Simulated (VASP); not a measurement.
# NaGeI3 (P4/mmm) in VASP: further runs, part 2 of 2

VASP 6.6.1.

### 4 Single point, r2SCAN (uniaxial x strain -2.0%)

The input, POSCAR:

```
NaGeI3
1.0
    5.7714902406      0.0000000000      0.0000000000
    0.0000000000      5.8892757557      0.0000000000
    0.0000000000      0.0000000000      5.8892757557
Na Ge I
1 1 3
Direct
    0.0000000000      0.0000000000      0.0000000000
    0.5000000000      0.5000000000      0.5000000000
    0.5000000000      0.5000000000      0.0000000000
    0.5000000000      0.0000000000      0.5000000000
    0.0000000000      0.5000000000      0.5000000000
```

The input, INCAR.step1:

```
SYSTEM = NaGeI3
PREC = Accurate ; ENCUT = 520
ISMEAR = 0 ; SIGMA = 0.01
LREAL = .False. ; LASPH = .True.
NELM = 80 ; NBANDS = 29
GGA = PE ; ALGO = Normal
EDIFF = 1E-4 ; LWAVE = .True.
LCHARG = .False.
```

The input, INCAR.step2:

```
SYSTEM = NaGeI3
PREC = Accurate ; ENCUT = 520
EDIFF = 1E-6 ; ISMEAR = 0
SIGMA = 0.01 ; LREAL = .False.
LASPH = .True. ; NELM = 80
ALGO = Normal ; ISIF = 2
LWAVE = .False. ; LCHARG = .False.
METAGGA = R2SCAN ; LMIXTAU = .True.
NBANDS = 29 ; ISTART = 1
```

The input, KPOINTS:

```
regular mesh
0
Gamma
  4 4 4
  0 0 0
```

Potentials or basis: VASP PAW PBE potentials, release 64 (Na_pv, Ge_d, I).

The run is started by

```bash
$ cat potpaw_PBE.64/Na_pv/POTCAR potpaw_PBE.64/Ge_d/POTCAR potpaw_PBE.64/I/POTCAR > POTCAR
$ cp INCAR.step1 INCAR
$ mpirun -np 1 vasp_std > vasp.out
$ cp INCAR.step2 INCAR
$ mpirun -np 1 vasp_std > vasp.out
```

OUTCAR:

```text
SYSTEM = NaGeI3
   PREC = Accurate
   ENCUT = 520
   EDIFF = 1E-6
   ISMEAR = 0
   LREAL = .False.
   LASPH = .True.
   NELM = 80
   ISIF = 2
   METAGGA = R2SCAN
   ISTART = 1

 ion  position               nearest neighbor table
   1  0.000  0.000  0.000-
   2  0.500  0.500  0.500-   5 2.89   5 2.89   3 2.94   3 2.94   4 2.94   4 2.94
   3  0.500  0.500  0.000-   2 2.94   2 2.94
   4  0.500  0.000  0.500-   2 2.94   2 2.94
   5  0.000  0.500  0.500-   2 2.89   2 2.89

  LATTYP: Found a simple tetragonal cell.
 ALAT       =     5.8892757557
 C/A-ratio  =     0.9800000000

  Lattice vectors:

 A1 = (   0.0000000000,   5.8892757557,   0.0000000000)
 A2 = (   0.0000000000,   0.0000000000,   5.8892757557)
 A3 = (   5.7714902406,   0.0000000000,   0.0000000000)

Analysis of symmetry for initial positions (statically):
=====================================================================
 Subroutine PRICEL returns:
 Original cell was already a primitive cell.

 Routine SETGRP: Setting up the symmetry group for a
[... 167 lines left out ...]

 E-fermi :   2.6888     XC(G=0):  -7.9138

 val. band max:        2.5814933893   @ k =   0.5000   0.5000   0.5000
 cond. band min:       2.9057918675   @ k =   0.5000   0.5000   0.5000
 fundamental gap:      0.3242984783
 Fermi energy:         2.6888469287

 k-point     1 :       0.0000    0.0000    0.0000
  band No.  band energies     occupation
      1     -24.0493      2.00000
      2     -24.0493      2.00000
      3     -24.0492      2.00000
      4     -23.6188      2.00000
      5     -23.6185      2.00000
      6     -23.6053      2.00000
[... 565 lines left out ...]
     28       8.9589      0.00000
     29       9.1837      0.00000

------------------------ aborting loop because EDIFF is reached ----------------------------------------

  FORCE on cell =-STRESS in cart. coord.  units (eV):
  Direction    XX          YY          ZZ          XY          YZ          ZX
  --------------------------------------------------------------------------------------
  -------------------------------------------------------------------------------------
  Total        1.2456029      0.1519686      0.1519686      0.0000000      0.0000000      0.0000000
  in kB        9.9696160      1.2163334      1.2163334      0.0000000      0.0000000      0.0000000
  external PRESSURE =       4.1340943 kB  Pullay stress =       0.0000000 kB

 VOLUME and BASIS-vectors are now :
 -----------------------------------------------------------------------------
  energy-cutoff  :      520.00
  volume of cell :      200.18
      direct lattice vectors                 reciprocal lattice vectors
     5.771490241  0.000000000  0.000000000     0.173265475  0.000000000  0.000000000
     0.000000000  5.889275756  0.000000000     0.000000000  0.169800166  0.000000000
     0.000000000  0.000000000  5.889275756     0.000000000  0.000000000  0.169800166

 POSITION                                       TOTAL-FORCE (eV/Angst)
 -----------------------------------------------------------------------------------
      0.00000      0.00000      0.00000         0.000000      0.000000      0.000000
      2.88575      2.94464      2.94464         0.000000      0.000000      0.000000
      2.88575      2.94464      0.00000         0.000000      0.000000      0.000000
      2.88575      0.00000      2.94464         0.000000      0.000000      0.000000
      0.00000      2.94464      2.94464         0.000000      0.000000      0.000000
 -----------------------------------------------------------------------------------
    total drift:                                0.000000     -0.000000     -0.000000

  FREE ENERGIE OF THE ION-ELECTRON SYSTEM (eV)
  ---------------------------------------------------
  free  energy   TOTEN  =       -93.9643389212 eV

  energy  without entropy=      -93.9643389212  energy(sigma->0) =      -93.96433892
```

OSZICAR.step1:

```text
N       E                     dE             d eps       ncg     rms          rms(c)
DAV:   1     0.355555601142E+03    0.35556E+03   -0.18552E+04  1264   0.176E+03
DAV:   2     0.351761236531E+02   -0.32038E+03   -0.30840E+03  1200   0.484E+02
DAV:   3    -0.109340726607E+02   -0.46110E+02   -0.45595E+02  1216   0.136E+02
DAV:   4    -0.132977134021E+02   -0.23636E+01   -0.23596E+01  1358   0.352E+01
DAV:   5    -0.133616444736E+02   -0.63931E-01   -0.63926E-01  1391   0.567E+00    0.476E+00
DAV:   6    -0.130802789909E+02    0.28137E+00   -0.35277E-01  1417   0.356E+00    0.315E+00
DAV:   7    -0.130141633389E+02    0.66116E-01   -0.23296E-01  1241   0.214E+00    0.104E+00
DAV:   8    -0.130064522985E+02    0.77110E-02   -0.32431E-02  1169   0.126E+00    0.337E-01
DAV:   9    -0.130060449279E+02    0.40737E-03   -0.30203E-03  1251   0.494E-01    0.129E-01
DAV:  10    -0.130060760416E+02   -0.31114E-04   -0.70114E-04  1010   0.162E-01
   1 F= -.13006076E+02 E0= -.13006076E+02  d E =-.434868E-16
```

Run time: 5.3 min. Hardware: 1 thread of Intel Xeon Platinum 8488C (Sapphire Rapids), shared host; peak memory 0.41 GiB.

What came out:

```yaml
Free_energy: -93.9643 eV
Pressure: 0.4 GPa
Band_gap_on_the_k_mesh: 0.32 eV
```

Caveat: the cell differs from its parent crystal (uniaxial x strain -2.0%); the PAW data sets were made with another functional, which shifts forces and pressure a little; spin-orbit coupling is left out, which moves the levels of the heavy elements.

### 5 Single point, r2SCAN (epitaxial xy strain +1.5%)

POSCAR: that of step 4 with these lines changed.

```diff
@@ -2,5 +2,5 @@
 1.0
-    5.7714902406      0.0000000000      0.0000000000
-    0.0000000000      5.8892757557      0.0000000000
-    0.0000000000      0.0000000000      5.8892757557
+    5.9776148921      0.0000000000      0.0000000000
+    0.0000000000      5.9776148921      0.0000000000
+    0.0000000000      0.0000000000      5.8638426973
 Na Ge I
```

The input, INCAR.step1:

```
SYSTEM = NaGeI3
PREC     = Accurate       ! precision mode
ENCUT    = 520            ! plane-wave cutoff, eV
ISMEAR   = 0              ! smearing method
SIGMA    = 0.01           ! smearing width, eV
LREAL    = .False.        ! projectors in reciprocal space
LASPH    = .True.         ! aspherical terms in the spheres
NELM     = 80             ! most SCF steps
NBANDS   = 29             ! bands
GGA      = PE             ! functional
ALGO     = Normal         ! electronic algorithm
EDIFF    = 1E-4           ! SCF threshold, eV
LWAVE    = .True.         ! write WAVECAR
LCHARG   = .False.        ! write CHGCAR
```

The input, INCAR.step2:

```
SYSTEM = NaGeI3
PREC     = Accurate       ! precision mode
ENCUT    = 520            ! plane-wave cutoff, eV
EDIFF    = 1E-6           ! SCF threshold, eV
ISMEAR   = 0              ! smearing method
SIGMA    = 0.01           ! smearing width, eV
LREAL    = .False.        ! projectors in reciprocal space
LASPH    = .True.         ! aspherical terms in the spheres
NELM     = 80             ! most SCF steps
ALGO     = Normal         ! electronic algorithm
ISIF     = 2              ! what is computed and relaxed
LWAVE    = .False.        ! write WAVECAR
LCHARG   = .False.        ! write CHGCAR
METAGGA  = R2SCAN         ! meta-GGA
LMIXTAU  = .True.       
NBANDS   = 29             ! bands
ISTART   = 1
```

The input, KPOINTS:

```
Automatic mesh
0
Gamma
  4 4 4
  0 0 0
```

Potentials or basis: VASP PAW PBE potentials, release 64 (Na_pv, Ge_d, I).

The run is started by

```bash
$ cat potpaw_PBE.64/Na_pv/POTCAR potpaw_PBE.64/Ge_d/POTCAR potpaw_PBE.64/I/POTCAR > POTCAR
$ cp INCAR.step1 INCAR
$ mpirun -np 1 vasp_std > vasp.out
$ cp INCAR.step2 INCAR
$ mpirun -np 1 vasp_std > vasp.out
```

OUTCAR:

```text
SYSTEM = NaGeI3
   PREC = Accurate
   ENCUT = 520
   EDIFF = 1E-6
   ISMEAR = 0
   LREAL = .False.
   LASPH = .True.
   NELM = 80
   ISIF = 2
   METAGGA = R2SCAN
   ISTART = 1

 ion  position               nearest neighbor table
   1  0.000  0.000  0.000-
   2  0.500  0.500  0.500-   3 2.93   3 2.93   5 2.99   4 2.99   4 2.99   5 2.99
   3  0.500  0.500  0.000-   2 2.93   2 2.93
   4  0.500  0.000  0.500-   2 2.99   2 2.99
   5  0.000  0.500  0.500-   2 2.99   2 2.99

  LATTYP: Found a simple tetragonal cell.
 ALAT       =     5.9776148921
 C/A-ratio  =     0.9809669581

  Lattice vectors:

 A1 = (   5.9776148921,   0.0000000000,   0.0000000000)
 A2 = (   0.0000000000,   5.9776148921,   0.0000000000)
 A3 = (   0.0000000000,   0.0000000000,   5.8638426973)

Analysis of symmetry for initial positions (statically):
=====================================================================
 Subroutine PRICEL returns:
 Original cell was already a primitive cell.

 Routine SETGRP: Setting up the symmetry group for a
 simple tetragonal supercell.

 Subroutine GETGRP returns: Found 16 space group operations
 (whereof 16 operations were pure point group operations)
 out of a pool of 16 trial point group operations.

The static configuration has the point symmetry D_4h.

Analysis of symmetry for dynamics (positions and initial velocities):
=====================================================================
 Subroutine PRICEL returns:
 Original cell was already a primitive cell.

 Routine SETGRP: Setting up the symmetry group for a
 simple tetragonal supercell.

 Subroutine GETGRP returns: Found 16 space group operations
 (whereof 16 operations were pure point group operations)
 out of a pool of 16 trial point group operations.

The dynamic configuration has the point symmetry D_4h.

 Subroutine INISYM returns: Found 16 space group operations
 (whereof 16 operations are pure point group operations),
 and found     1 'primitive' translations

----------------------------------------------------------------------------------------

                                     Primitive cell

  volume of cell :     209.5261

  direct lattice vectors                    reciprocal lattice vectors
     5.977614892  0.000000000  0.000000000     0.167290804  0.000000000  0.000000000
     0.000000000  5.977614892  0.000000000     0.000000000  0.167290804  0.000000000
     0.000000000  0.000000000  5.863842697     0.000000000  0.000000000  0.170536635

  length of vectors
     5.977614892  5.977614892  5.863842697     0.167290804  0.167290804  0.170536635

  position of ions in fractional coordinates (direct lattice)
     0.000000000  0.000000000  0.000000000
     0.500000000  0.500000000  0.500000000
     0.500000000  0.500000000  0.000000000
     0.500000000  0.000000000  0.500000000
     0.000000000  0.500000000  0.500000000

  ion indices of the primitive-cell ions
   primitive index   ion index
                 1           1
                 2           2
                 3           3
                 4           4
[... 21 lines left out ...]
     0.000000000  0.000000000  0.000000000

 Subroutine IBZKPT returns following result:
 ===========================================

 Found     18 irreducible k-points:

 Following reciprocal coordinates:
            Coordinates               Weight
  0.000000  0.000000  0.000000      1.000000
  0.250000  0.000000  0.000000      4.000000
  0.500000  0.000000  0.000000      2.000000
  0.250000  0.250000  0.000000      4.000000
  0.500000  0.250000  0.000000      4.000000
  0.500000  0.500000  0.000000      1.000000
[... 10 lines left out ...]
  0.500000  0.250000  0.500000      4.000000
  0.500000  0.500000  0.500000      1.000000
   k-points           NKPTS =     18   k-points in BZ     NKDIM =     18   number of bands    NBANDS=     29
   number of dos      NEDOS =    301   number of ions     NIONS =      5
   total plane-waves  NPLWV = 110592
   dimension x,y,z NGX =    48 NGY =   48 NGZ =   48
   dimension x,y,z NGXF=    96 NGYF=   96 NGZF=   96
   ions per type =               1   1   3
   NGX,Y,Z   is equivalent  to a cutoff of  13.35, 13.35, 13.61 a.u.
   NGXF,Y,Z  is equivalent  to a cutoff of  26.70, 26.70, 27.22 a.u.
 SYSTEM =  NaGeI3
   PREC   = accura    normal or accurate (medium, high low for compatibility)
   ISTART =      1    job   : 0-new  1-cont  2-samecut
   ICHARG =      0    charge: 1-file 2-atom 10-const
   ISPIN  =      1    spin polarized calculation?
   LNONCOLLINEAR =      F non collinear calculations
   LSORBIT =      F    spin-orbit coupling
   LASPH  =      T    aspherical Exc in radial PAW
   ENCUT  =  520.0 eV  38.22 Ry    6.18 a.u.  11.11 11.11 10.90*2*pi/ulx,y,z
   NELM   =     80;   NELMIN=  2; NELMDL=  0     # of ELM steps
   EDIFF  = 0.1E-05   stopping-criterion for ELM
   LREAL  =      F    real-space projection
   EDIFFG = 0.1E-04   stopping-criterion for IOM
   NSW    =      0    number of steps for IOM
   IBRION =     -1    ionic relax: 0-MD 1-quasi-New 2-CG
   NFREE  =      0    steps in history (QN), initial steepest desc. (CG)
   ISIF   =      2    stress and relaxation
   ISYM   =      2    0-nonsym 1-usesym 2-fastsym
   POTIM  = 0.5000    time-step for ionic-motion
   TEBEG  =    0.0;   TEEND  =   0.0 temperature during run
   PSTRESS=    0.0 pullay stress
   NELECT =      42.0000    total number of electrons
   NUPDOWN=      -1.0000    fix difference up-down
   EMIN   =  10.00;   EMAX   =-10.00  energy-range for DOS
   EFERMI =   0.00;   METHOD = LEGACY
   ISMEAR =     0;   SIGMA  =   0.01  broadening in eV -4-tet -1-fermi 0-gaus
   EFERMI_NEDOS =   21; number of points for ismear=-14 and -15
   IALGO  =     38    algorithm
   IMIX   =      4    mixing-type and parameters
     AMIX     =   0.40;   BMIX     =  1.00
     AMIX_MAG =   1.60;   BMIX_MAG =  1.00
  volume/ion in A,a.u.               =      41.91       282.79
  Fermi-wavevector in a.u.,A,eV,Ry     =   0.958102  1.810551 12.489603  0.917960
  Thomas-Fermi vector in A             =   2.087180
   LORBIT       =      0    0 simple, 1 ext, 2 COOP (PROOUT), +10 PAW based schemes
   METAGGA = R2SCAN    functional components
   LHFCALC =     F    Hartree Fock is set to
   AEXX    =    0.0000 exact exchange contribution
   IVDW    =     0    specifies the selected vdW correction
   LEPSILON=     F    determine dielectric tensor
   LRPA    =     F    only Hartree local field effects (RPA)
 non-spin polarized calculation
 Gauss-broadening in eV      SIGMA  =   0.01
  energy-cutoff  :      520.00
  volume of cell :      209.53
 maximum number of plane-waves:      5664
 NGX is ok and might be reduce to    48
   NGX = 23   NGY = 23   NGZ = 21

 number of electron      41.9999989 magnetization

 Free energy of the ion-electron system (eV)
  ---------------------------------------------------
  ext. energy  EPLUGINS =         0.00000000
  ---------------------------------------------------
  free energy    TOTEN  =       -93.96304453 eV

  energy without entropy =      -93.96304453  energy(sigma->0) =      -93.96304453

 E-fermi :   2.0677     XC(G=0):  -7.7191

 val. band max:        2.0074285645   @ k =   0.5000   0.5000   0.5000
 cond. band min:       2.5341478376   @ k =   0.5000   0.5000   0.5000
 fundamental gap:      0.5267192731
 Fermi energy:         2.0677089740

 k-point     1 :       0.0000    0.0000    0.0000
  band No.  band energies     occupation
      1     -24.4428      2.00000
      2     -24.4428      2.00000
      3     -24.4419      2.00000
      4     -24.0466      2.00000
      5     -24.0452      2.00000
      6     -24.0359      2.00000
[... 565 lines left out ...]
     28       8.5763      0.00000
     29       8.7078      0.00000

------------------------ aborting loop because EDIFF is reached ----------------------------------------

  FORCE on cell =-STRESS in cart. coord.  units (eV):
  Direction    XX          YY          ZZ          XY          YZ          ZX
  --------------------------------------------------------------------------------------
  -------------------------------------------------------------------------------------
  Total       -0.9488632     -0.9488632     -0.0232358      0.0000000      0.0000000      0.0000000
  in kB       -7.2556446     -7.2556446     -0.1776768      0.0000000      0.0000000      0.0000000
  external PRESSURE =      -4.8963220 kB  Pullay stress =       0.0000000 kB

 VOLUME and BASIS-vectors are now :
 -----------------------------------------------------------------------------
  energy-cutoff  :      520.00
  volume of cell :      209.53
      direct lattice vectors                 reciprocal lattice vectors
     5.977614892  0.000000000  0.000000000     0.167290804  0.000000000  0.000000000
     0.000000000  5.977614892  0.000000000     0.000000000  0.167290804  0.000000000
     0.000000000  0.000000000  5.863842697     0.000000000  0.000000000  0.170536635

 POSITION                                       TOTAL-FORCE (eV/Angst)
 -----------------------------------------------------------------------------------
      0.00000      0.00000      0.00000         0.000000      0.000000      0.000000
      2.98881      2.98881      2.93192         0.000000      0.000000      0.000000
      2.98881      2.98881      0.00000         0.000000      0.000000      0.000000
      2.98881      0.00000      2.93192         0.000000      0.000000      0.000000
      0.00000      2.98881      2.93192         0.000000      0.000000      0.000000
 -----------------------------------------------------------------------------------
    total drift:                                0.000000     -0.000000     -0.000000

  FREE ENERGIE OF THE ION-ELECTRON SYSTEM (eV)
  ---------------------------------------------------
  free  energy   TOTEN  =       -93.9630445259 eV

  energy  without entropy=      -93.9630445259  energy(sigma->0) =      -93.96304453
```

It took 4.7 min on 1 thread of Intel Xeon Platinum 8488C (Sapphire Rapids), shared host; peak memory 0.43 GiB.

What came out:

- Free energy: -93.9630 eV
- Pressure: -0.5 GPa
- Band gap on the k mesh: 0.53 eV

Caveat: the cell differs from its parent crystal (epitaxial xy strain +1.5%); the PAW data sets were made with another functional, which shifts forces and pressure a little; spin-orbit coupling is left out, which moves the levels of the heavy elements.

### 6 Overview

| level | cell | smearing | gap on the mesh (eV) | pressure (GPa) |
| --- | --- | --- | --- | --- |
| PBE | a = 5.771, b = 5.889, c = 5.889 Å, 5 atoms | fermi-dirac 0.02 eV | 0.27 | 0.8 |
| PBE | a = 5.978, b = 5.978, c = 5.864 Å, 5 atoms | fermi-dirac 0.02 eV | 0.46 | -0.1 |
| r2SCAN | a = 5.771, b = 5.889, c = 5.889 Å, 5 atoms | gaussian 0.01 eV | 0.32 | 0.4 |
| r2SCAN | a = 5.978, b = 5.978, c = 5.864 Å, 5 atoms | gaussian 0.01 eV | 0.53 | -0.5 |

Alike in all rows: task single point; potentials or basis VASP PAW PBE potentials, release 64 (Na_pv, Ge_d, I); no spin polarisation; k mesh 4 × 4 × 4; cutoff (eV) 520.

Caveats: spin-orbit coupling is left out, which moves the levels of the heavy elements; the PAW data sets were made with another functional, which shifts forces and pressure a little (at least some runs).

Total energies depend on the potentials used, so only differences within one code and one set of settings carry meaning.
